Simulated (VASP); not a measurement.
Wanted: the native input for a VASP 6.6.1 run.

```
Task                   : single point
Functional             : PBEsol
Potentials or basis    : VASP PAW PBE potentials, release 64 (Ta_pv, Si)
Cutoff                 : 520 eV
k mesh                 : 12 × 12 × 6
Occupations            : gaussian, width 0.15 eV
Spin                   : no spin polarisation
Dipole correction      : no
Further INCAR settings : ALGO = Normal; EDIFF = 1e-06; NBANDS = 38
```

The structure of TaSi2 lies in POSCAR:

```
TaSi2
1.0
    4.6418380436      0.0000000000      0.0000000000
   -2.3209190218      4.0199496660      0.0000000000
    0.0000000000      0.0000000000      6.2279949422
Ta Si
3 6
Direct
    0.5000000000      0.0000000000      0.5000000000
    0.5000000000      0.5000000000      0.8333333333
    0.0000000000      0.5000000000      0.1666666667
    0.1592675430      0.3185350860      0.5000000000
    0.8407324570      0.1592675430      0.8333333333
    0.6814649140      0.8407324570      0.1666666667
    0.8407324570      0.6814649140      0.5000000000
    0.1592675430      0.8407324570      0.8333333333
    0.3185350860      0.1592675430      0.1666666667
```

This cell differs from its parent crystal: strain -0.025 along x and y, -0.050 along z.

One way to write it, as run:

INCAR

```
  PREC = Accurate
  ENCUT = 520
  EDIFF = 1E-6
  ISMEAR = 0
  SIGMA = 0.15
  LREAL = False
  LASPH = True
  NELM = 100
  ALGO = Normal
  ISIF = 2
  LWAVE = False
  LCHARG = True
  GGA = PS
  LELF = True
  LVHAR = True
  NBANDS = 38
```

KPOINTS

```
Automatic mesh
0
Gamma
  12 12 6
```

Potentials or basis: VASP PAW PBE potentials, release 64 (Ta_pv, Si).

The run is started by

```console
$ cat potpaw_PBE.64/Ta_pv/POTCAR potpaw_PBE.64/Si/POTCAR > POTCAR
$ mpirun -np 1 vasp_std > vasp.out
```

Results of the run:

```yaml
Pressure: 26.6 GPa
Largest_force: 0.114 eV/Å
Band_gap_on_the_k_mesh: zero (an odd number of electrons rules out a gap without spin polarisation)
```

Caveat: the cell differs from its parent crystal (strain -0.025 along x and y, -0.050 along z); the cell stands under pressure; the PAW data sets were made with another functional, which shifts forces and pressure a little; spin-orbit coupling is left out, which moves the levels of the heavy elements.

Wall time 4.1 min on 1 thread of Intel(R) Xeon(R) Platinum 8375C CPU @ 2.90GHz (Ice Lake), with other jobs on the host, peak memory 0.4 GiB.
